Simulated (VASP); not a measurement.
# C16O31 (a cell with a defect) in VASP: electric field gradients with PBE

Aim: the electric field gradients of C16O31 (a cell with a defect) with PBE.

All numbers are computed with VASP 6.6.1; they aren't measurements. Logs are shortened: lines on timing, memory, paths and dates and some standing lists are left out, and cuts for length are marked.

### Step 1. The cell of the first run

The cell holds a defect, 47 atoms: a = 10.183 Å, b = 10.183 Å, c = 10.183 Å, α = 120.29°, β = 120.29°, γ = 89.50°.

### Step 2. Electric field gradients, PBE

The input, INCAR:

```
PREC = Accurate ; ENCUT = 520
EDIFF = 1E-8 ; ISMEAR = -1
SIGMA = 0.01 ; LREAL = Auto
LASPH = True ; NELM = 100
ALGO = Normal ; ISIF = 2
LWAVE = False ; LCHARG = False
GGA = PE ; LEFG = True
NELECT = 248.0 ; NBANDS = 154
LUSENCCL = False
```

The input, KPOINTS:

```
Automatic mesh
0
Gamma
  2 2 3
```

The input, POSCAR:

```
C16O31
1.0
   -5.0693110000      5.0693110000      7.2320250000
    5.0693110000     -5.0693110000      7.2320250000
    5.0693110000      5.0693110000     -7.2320250000
C O
16 31
Direct
    0.3806040000      0.8693960000      0.5000000000
    0.8806040000      0.3693960000      0.5000000000
    0.8806040000      0.8693960000      0.0000000000
    0.3806040000      0.3693960000      0.0000000000
    0.6193960000      0.1306040000      0.5000000000
    0.1193960000      0.6306040000      0.5000000000
    0.1193960000      0.1306040000      0.0000000000
    0.6193960000      0.6306040000      0.0000000000
    0.5056040000      0.5056040000      0.5112080000
    0.0056040000      0.0056040000      0.5112080000
    0.0056040000      0.5056040000      0.0112080000
    0.5056040000      0.0056040000      0.0112080000
    0.2443960000      0.2443960000      0.4887920000
    0.7443960000      0.7443960000      0.4887920000
    0.7443960000      0.2443960000      0.9887920000
    0.2443960000      0.7443960000      0.9887920000
    0.9201390000      0.0838285000      0.5112965000
    0.9201390000      0.5838285000      0.0112965000
    0.4201390000      0.0838285000      0.0112965000
    0.8225320000      0.6588425000      0.4887035000
    0.3225320000      0.1588425000      0.4887035000
    0.3225320000      0.6588425000      0.9887035000
    0.8225320000      0.1588425000      0.9887035000
    0.5338425000      0.5451390000      0.8363105000
    0.0338425000      0.0451390000      0.8363105000
    0.0338425000      0.5451390000      0.3363105000
    0.5338425000      0.0451390000      0.3363105000
    0.4588285000      0.4475320000      0.1636895000
    0.9588285000      0.9475320000      0.1636895000
    0.9588285000      0.4475320000      0.6636895000
    0.4588285000      0.9475320000      0.6636895000
    0.1661715000      0.3298610000      0.4887035000
    0.6661715000      0.8298610000      0.4887035000
    0.6661715000      0.3298610000      0.9887035000
    0.1661715000      0.8298610000      0.9887035000
    0.5911575000      0.4274680000      0.5112965000
    0.0911575000      0.9274680000      0.5112965000
    0.0911575000      0.4274680000      0.0112965000
    0.5911575000      0.9274680000      0.0112965000
    0.8024680000      0.7911715000      0.8363105000
    0.3024680000      0.2911715000      0.8363105000
    0.3024680000      0.7911715000      0.3363105000
    0.8024680000      0.2911715000      0.3363105000
    0.2048610000      0.2161575000      0.1636895000
    0.7048610000      0.7161575000      0.1636895000
    0.7048610000      0.2161575000      0.6636895000
    0.2048610000      0.7161575000      0.6636895000
```

Potentials or basis: VASP PAW PBE potentials, release 64 (C, O).

On the command line:

```sh
$ cat potpaw_PBE.64/C/POTCAR potpaw_PBE.64/O/POTCAR > POTCAR
$ mpirun -np 1 vasp_std > vasp.out
```

OUTCAR:

```text
PREC = Accurate
   ENCUT = 520
   EDIFF = 1E-8
   ISMEAR = -1
   LREAL = Auto
   LASPH = True
   NELM = 100
   ISIF = 2
   GGA = PE
   NELECT = 248.0

 ion  position               nearest neighbor table
   1  0.381  0.869  0.500-  31 1.17  42 1.17
   2  0.881  0.369  0.500-  30 1.17  43 1.17
   3  0.881  0.869  0.000-  29 1.17  40 1.17
   4  0.381  0.369  0.000-  28 1.17  41 1.17
   5  0.619  0.131  0.500-  27 1.17  46 1.17
   6  0.119  0.631  0.500-  26 1.17  47 1.17
   7  0.119  0.131  0.000-  25 1.17  44 1.17
   8  0.619  0.631  0.000-  24 1.17  45 1.17
   9  0.506  0.506  0.511-  36 1.17
  10  0.006  0.006  0.511-  17 1.17  37 1.17
  11  0.006  0.506  0.011-  18 1.17  38 1.17
  12  0.506  0.006  0.011-  19 1.17  39 1.17
  13  0.244  0.244  0.489-  32 1.17  21 1.17
  14  0.744  0.744  0.489-  33 1.17  20 1.17
  15  0.744  0.244  0.989-  34 1.17  23 1.17
  16  0.244  0.744  0.989-  35 1.17  22 1.17
  17  0.920  0.084  0.511-  10 1.17
[... 28 lines left out ...]
  46  0.705  0.216  0.664-   5 1.17
  47  0.205  0.716  0.664-   6 1.17

  LATTYP: Found a body centered tetragonal cell.
 ALAT       =    10.1386220000
 C/A-ratio  =     1.4266287864

  Lattice vectors:

 A1 = (  -5.0693110000,   5.0693110000,   7.2320250000)
 A2 = (   5.0693110000,  -5.0693110000,   7.2320250000)
 A3 = (   5.0693110000,   5.0693110000,  -7.2320250000)

Analysis of symmetry for initial positions (statically):
=====================================================================
 Subroutine PRICEL returns:
 Original cell was already a primitive cell.

 Routine SETGRP: Setting up the symmetry group for a
 body centered tetragonal supercell.

 Subroutine GETGRP returns: Found  1 space group operations
 (whereof  1 operations were pure point group operations)
 out of a pool of 16 trial point group operations.

The static configuration has the point symmetry C_1 .

Analysis of symmetry for dynamics (positions and initial velocities):
=====================================================================
 Subroutine PRICEL returns:
 Original cell was already a primitive cell.

 Routine SETGRP: Setting up the symmetry group for a
 body centered tetragonal supercell.

 Subroutine GETGRP returns: Found  1 space group operations
 (whereof  1 operations were pure point group operations)
 out of a pool of 16 trial point group operations.

The dynamic configuration has the point symmetry C_1 .

 Subroutine INISYM returns: Found  1 space group operations
 (whereof  1 operations are pure point group operations),
 and found     1 'primitive' translations

----------------------------------------------------------------------------------------

                                     Primitive cell

  volume of cell :     743.3918

  direct lattice vectors                    reciprocal lattice vectors
    -5.069311000  5.069311000  7.232025000     0.000000000  0.098632733  0.069136929
     5.069311000 -5.069311000  7.232025000     0.098632733  0.000000000  0.069136929
     5.069311000  5.069311000 -7.232025000     0.098632733  0.098632733  0.000000000

  length of vectors
    10.183222163 10.183222163 10.183222163     0.120450534  0.120450534  0.139487749

  position of ions in fractional coordinates (direct lattice)
     0.380604000  0.869396000  0.500000000
     0.880604000  0.369396000  0.500000000
     0.880604000  0.869396000  0.000000000
     0.380604000  0.369396000  0.000000000
     0.619396000  0.130604000  0.500000000
     0.119396000  0.630604000  0.500000000
[... 39 lines left out ...]
     0.704861000  0.216157500  0.663689500
     0.204861000  0.716157500  0.663689500

  ion indices of the primitive-cell ions
   primitive index   ion index
                 1           1
                 2           2
                 3           3
                 4           4
                 5           5
                 6           6
[... 39 lines left out ...]
                46          46
[... 79 lines left out ...]
   LREAL  =      T    real-space projection
   EDIFFG = 0.1E-06   stopping-criterion for IOM
   NSW    =      0    number of steps for IOM
   IBRION =     -1    ionic relax: 0-MD 1-quasi-New 2-CG
   NFREE  =      0    steps in history (QN), initial steepest desc. (CG)
   ISIF   =      2    stress and relaxation
   ISYM   =      2    0-nonsym 1-usesym 2-fastsym
   POTIM  = 0.5000    time-step for ionic-motion
   TEBEG  =    0.0;   TEEND  =   0.0 temperature during run
   PSTRESS=    0.0 pullay stress
   NELECT =     248.0000    total number of electrons
   NUPDOWN=      -1.0000    fix difference up-down
   EMIN   =  10.00;   EMAX   =-10.00  energy-range for DOS
   EFERMI =   0.00;   METHOD = LEGACY
   ISMEAR =    -1;   SIGMA  =   0.01  broadening in eV -4-tet -1-fermi 0-gaus
   EFERMI_NEDOS =   21; number of points for ismear=-14 and -15
   IALGO  =     38    algorithm
   IMIX   =      4    mixing-type and parameters
     AMIX     =   0.40;   BMIX     =  1.00
     AMIX_MAG =   1.60;   BMIX_MAG =  1.00
  volume/ion in A,a.u.               =      15.82       106.74
  Fermi-wavevector in a.u.,A,eV,Ry     =   1.135410  2.145614 17.540037  1.289156
  Thomas-Fermi vector in A             =   2.272115
   LORBIT       =      0    0 simple, 1 ext, 2 COOP (PROOUT), +10 PAW based schemes
   GGA     = PE    functional components
   LHFCALC =     F    Hartree Fock is set to
   AEXX    =    0.0000 exact exchange contribution
   IVDW    =     0    specifies the selected vdW correction
   LEPSILON=     F    determine dielectric tensor
   LRPA    =     F    only Hartree local field effects (RPA)
 non-spin polarized calculation
  energy-cutoff  :      520.00
  volume of cell :      743.39
 maximum number of plane-waves:     20054
 NGX is ok and might be reduce to    80
   NGX = 37   NGY = 37   NGZ = 37

 number of electron     248.0000037 magnetization

 Free energy of the ion-electron system (eV)
  ---------------------------------------------------
  ext. energy  EPLUGINS =         0.00000000
  ---------------------------------------------------
  free energy    TOTEN  =      -351.75167223 eV

  energy without entropy =     -351.73547964  energy(sigma->0) =     -351.74357593

 E-fermi :  -4.2047     XC(G=0):  -7.5142

 val. band max:       -4.2093538326   @ k =   0.5000   0.5000   0.3333
 cond. band min:      -4.2036099775   @ k =   0.0000   0.5000   0.0000
 fundamental gap:      0.0057438551
 Fermi energy:        -4.2047135361

 k-point     1 :       0.0000    0.0000    0.0000
  band No.  band energies     occupation
      1     -24.6820      2.00000
      2     -24.5734      2.00000
      3     -24.5703      2.00000
      4     -24.5659      2.00000
      5     -24.5612      2.00000
      6     -24.5595      2.00000
[... 1101 lines left out ...]
    135       3.8277      0.00000
    136       3.8588      0.00000
 [bands above 136 left out]

------------------------ aborting loop because EDIFF is reached ----------------------------------------

  FORCE on cell =-STRESS in cart. coord.  units (eV):
  Direction    XX          YY          ZZ          XY          YZ          ZX
  --------------------------------------------------------------------------------------
  -------------------------------------------------------------------------------------
  Total       -6.7641542     -6.7808062     -4.9461770      2.3835531     -0.0995497      0.1582469
  in kB      -14.5782804    -14.6141692    -10.6601288      5.1370955     -0.2145521      0.3410578
  external PRESSURE =     -13.2841928 kB  Pullay stress =       0.0000000 kB

 VOLUME and BASIS-vectors are now :
 -----------------------------------------------------------------------------
  energy-cutoff  :      520.00
  volume of cell :      743.39
      direct lattice vectors                 reciprocal lattice vectors
    -5.069311000  5.069311000  7.232025000     0.000000000  0.098632733  0.069136929
     5.069311000 -5.069311000  7.232025000     0.098632733  0.000000000  0.069136929
     5.069311000  5.069311000 -7.232025000     0.098632733  0.098632733  0.000000000

 POSITION                                       TOTAL-FORCE (eV/Angst)
 -----------------------------------------------------------------------------------
      5.01249      0.05682      5.42402        -0.020841     -0.017082      0.013389
     -0.05682      5.12613      5.42402        -0.034226      0.002407      0.016180
     -0.05682      0.05682     12.65604        -0.025162     -0.054401     -0.000262
     -0.05682      0.05682      5.42402         0.055322      0.029056     -0.001105
      0.05682      5.01249      1.80801        -0.038566      0.000749     -0.026208
      5.12613     -0.05682      1.80801        -0.006146     -0.014517     -0.009894
[... 39 lines left out ...]
      0.88706      5.84184      1.86101         0.097586      0.131124     -0.015913
      5.95637      0.77253      1.86101         0.077359      0.153250     -0.000640
 -----------------------------------------------------------------------------------
    total drift:                                0.002136      0.000474     -0.001747

  FREE ENERGIE OF THE ION-ELECTRON SYSTEM (eV)
  ---------------------------------------------------
  free  energy   TOTEN  =      -351.7516722278 eV

  energy  without entropy=     -351.7354796418  energy(sigma->0) =     -351.74357593

 Electric field gradients (V/A^2)
---------------------------------------------------------------------
 ion       V_xx      V_yy      V_zz      V_xy      V_xz      V_yz
---------------------------------------------------------------------
   1     -12.303   -12.287    24.590   -36.727     2.292     2.353
   2     -12.274   -12.287    24.561   -36.763     2.358     2.289
   3     -12.272   -12.266    24.538   -36.762     2.326     2.479
   4     -12.287   -12.279    24.566   -36.788     2.196     2.313
   5     -12.278   -12.295    24.573   -36.751    -2.383    -2.264
   6     -12.288   -12.282    24.571   -36.746    -2.323    -2.320
[... 39 lines left out ...]
  46      21.597    21.017   -42.614    41.415     0.979     5.596
  47      22.129    20.270   -42.399    41.629     4.390     1.962
---------------------------------------------------------------------

 Electric field gradients after diagonalization (V/A^2)
 (convention: |V_zz| > |V_xx| > |V_yy|)
----------------------------------------------------------------------
 ion       V_xx      V_yy      V_zz     asymmetry (V_yy - V_xx)/ V_zz
----------------------------------------------------------------------
   1      24.743    24.426   -49.169       0.006
   2      24.718    24.472   -49.190       0.005
   3      24.741    24.446   -49.187       0.006
   4      24.734    24.475   -49.208       0.005
   5      24.744    24.439   -49.183       0.006
   6      24.717    24.461   -49.178       0.005
[... 39 lines left out ...]
  46     -43.282   -19.645    62.927       0.376
  47     -42.716   -20.316    63.032       0.355
----------------------------------------------------------------------

           NMR quadrupolar parameters

 Cq : quadrupolar parameter    Cq=e*Q*V_zz/h
 eta: asymmetry parameters     (V_yy - V_xx)/ V_zz
 Q  : nuclear electric quadrupole moment in mb (millibarn)
----------------------------------------------------------------------
 ion       Cq(MHz)       eta       Q (mb)
----------------------------------------------------------------------
   1      -0.119       0.006       1.000
   2      -0.119       0.005       1.000
   3      -0.119       0.006       1.000
   4      -0.119       0.005       1.000
   5      -0.119       0.006       1.000
   6      -0.119       0.005       1.000
[... 39 lines left out ...]
  46       0.152       0.376       1.000
  47       0.152       0.355       1.000
----------------------------------------------------------------------
```

Wall time 6.1 min (1 × NVIDIA H100 80GB with 1 thread of AMD EPYC 7R13 (Zen 3), shared host); peak memory 2 GiB.

What came out:

| Property | Result |
| --- | --- |
| Free energy | -351.7517 eV |
| Largest force | 3.338 eV/Å |
| Largest electric field gradient by atom | C -49.2, -90.4, -49.3 (each value once); O +62.3, +62.2, +62.5, +61.0, +62.0, +63.1, +62.9, +63.0, +62.1, -44.7, +63.2, +61.1 (each value once) V/Å² |

Forces in eV/Å, atoms in the order of the input:
```
C   -0.021 -0.017  0.013
C   -0.034  0.002  0.016
C   -0.025 -0.054  0.000
C    0.055  0.029 -0.001
C   -0.039  0.001 -0.026
C   -0.006 -0.015 -0.010
C    0.050  0.029  0.005
C   -0.029 -0.045  0.010
C   -2.298  2.307  0.164
C   -0.023  0.026  0.001
C   -0.006  0.007  0.000
C    0.004  0.000  0.000
C   -0.001  0.002  0.044
C    0.017 -0.015 -0.040
C   -0.005  0.005  0.000
C   -0.005  0.006  0.000
O    0.100 -0.144  0.018
O    0.093 -0.136  0.018
O    0.091 -0.130  0.019
O   -0.094  0.139  0.023
O   -0.088  0.130  0.005
O   -0.083  0.128  0.018
O   -0.085  0.127  0.018
O   -0.110 -0.088 -0.024
O   -0.168 -0.122  0.014
O   -0.140 -0.082  0.025
O   -0.123 -0.078  0.017
O    0.093  0.071  0.055
O    0.162  0.122  0.016
O    0.138  0.089  0.017
O    0.117  0.120 -0.008
O    0.136 -0.090 -0.014
O    0.126 -0.082 -0.011
O    0.132 -0.090 -0.020
O    0.136 -0.090 -0.018
O    2.336 -2.378 -0.173
O   -0.124  0.082 -0.019
O   -0.132  0.090 -0.019
O   -0.139  0.095 -0.018
O   -0.074 -0.098  0.027
O   -0.126 -0.166 -0.014
O   -0.095 -0.120 -0.029
O   -0.082 -0.122 -0.015
O    0.073  0.109 -0.052
O    0.120  0.161 -0.018
O    0.098  0.131 -0.016
O    0.077  0.153 -0.001
```

Levels at points of the mesh, in eV from the Fermi level:
| k point | band 121 | band 122 | band 123 | band 124 | band 125 | band 126 | band 127 | band 128 |
| --- | --- | --- | --- | --- | --- | --- | --- | --- |
| (0.00, 0.00, 0.00) | -0.09 | -0.08 | -0.07 | -0.02 | 0.10 | 6.50 | 6.65 | 6.87 |
| (0.50, 0.00, 0.00) | -0.10 | -0.09 | -0.02 | -0.01 | 0.02 | 6.49 | 6.63 | 7.51 |
| (0.00, 0.50, 0.00) | -0.10 | -0.09 | -0.04 | 0.00 | 0.03 | 6.49 | 6.63 | 7.51 |
| (0.50, 0.50, 0.00) | -0.04 | -0.03 | -0.03 | -0.02 | -0.01 | 6.50 | 6.65 | 7.59 |

Electric field gradients, principal values (V/Å²):
```
atom    least   middle  greatest (by size)
 1 C   24.426   24.743             -49.169
 2 C   24.472   24.718             -49.190
 3 C   24.446   24.741             -49.187
 4 C   24.475   24.734             -49.208
 5 C   24.439   24.744             -49.183
 6 C   24.461   24.717             -49.178
 7 C   24.486   24.713             -49.199
 8 C   24.413   24.764             -49.177
 9 C   45.044   45.309             -90.353
10 C   24.532   24.672             -49.204
11 C   24.539   24.671             -49.210
12 C   24.560   24.649             -49.209
13 C   24.587   24.664             -49.251
14 C   24.591   24.656             -49.247
15 C   24.540   24.668             -49.208
16 C   24.547   24.662             -49.208
17 O  -18.020  -44.234              62.254
18 O  -18.017  -44.288              62.305
19 O  -17.796  -44.499              62.295
20 O  -17.016  -45.238              62.255
21 O  -16.848  -45.315              62.163
22 O  -17.849  -44.637              62.486
23 O  -17.996  -44.493              62.489
24 O  -25.229  -35.755              60.984
25 O  -21.728  -40.294              62.022
26 O  -20.467  -42.666              63.133
27 O  -20.020  -43.052              63.072
28 O  -20.614  -40.426              61.040
29 O  -21.550  -40.463              62.013
30 O  -19.620  -43.274              62.893
31 O  -20.310  -42.723              63.033
32 O  -16.989  -45.068              62.057
33 O  -16.934  -45.182              62.117
34 O  -17.982  -44.533              62.515
35 O  -17.841  -44.668              62.510
36 O   18.549   26.110             -44.659
37 O  -18.770  -43.734              62.505
38 O  -18.096  -44.218              62.314
39 O  -17.665  -44.559              62.224
40 O  -21.554  -39.423              60.977
41 O  -21.001  -41.026              62.026
42 O  -20.549  -42.686              63.235
43 O  -19.979  -43.019              62.998
44 O  -21.597  -39.487              61.084
45 O  -24.762  -37.207              61.969
46 O  -19.645  -43.282              62.927
47 O  -20.316  -42.716              63.032
```

Caveat: the cell carries a net charge on a neutralising background, which shifts energy and pressure; the cell is charged against a uniform background, so pressure and absolute levels hang on convention; without QUAD_EFG the Cq values of the log hold for a quadrupole moment of 1 mb, not for the nuclei.
